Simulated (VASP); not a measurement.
Here is a VASP 6.6.1 calculation.

Contents of INCAR:

```
SYSTEM = Nb2SiB2
ALGO = Normal ; EDIFF = 1E-6
ENCUT = 520 ; GGA = PE
ISIF = 2 ; ISMEAR = 0
LASPH = .TRUE. ; LCHARG = .FALSE.
LREAL = .FALSE. ; LWAVE = .FALSE.
NBANDS = 26 ; NELM = 60
PREC = Accurate ; SIGMA = 0.1
```

File KPOINTS:

```
k-points
0
G
  12 12 8
  0 0 0
```

POSCAR

```
Nb2SiB2
1.0
    4.0675064521      0.0000000000      0.0000000000
   -2.0337532261      3.5225639175      0.0000000000
    0.0000000000      0.0000000000      4.6178724406
Nb Si B
2 1 2
Direct
    0.3333333333      0.6666666667      0.2421246956
    0.6666666667      0.3333333333      0.7578753044
    0.0000000000      0.0000000000      0.5000000000
    0.3333333333      0.6666666667      0.7485859066
    0.6666666667      0.3333333333      0.2514140934
```

Potentials or basis: VASP PAW PBE potentials, release 64 (Nb_sv, Si, B).

The run is started by

```console
$ cat potpaw_PBE.64/Nb_sv/POTCAR potpaw_PBE.64/Si/POTCAR potpaw_PBE.64/B/POTCAR > POTCAR
$ mpirun -np 1 vasp_std > vasp.out
```

**Question.** What does it give for the pressure?

**Answer.** -0.2 GPa.

**Question.** Predict the band gap on the k mesh.

**Answer.** Zero (bands 18 and 19 overlap by 1.42 eV).

**Question.** What does it give for the largest force?

**Answer.** 0.003 eV/Å.

Forces on the atoms (eV/Å):
```
Nb   0.000  0.000  0.001
Nb   0.000  0.000 -0.001
Si   0.000  0.000  0.000
B    0.000  0.000  0.003
B    0.000  0.000 -0.003
```
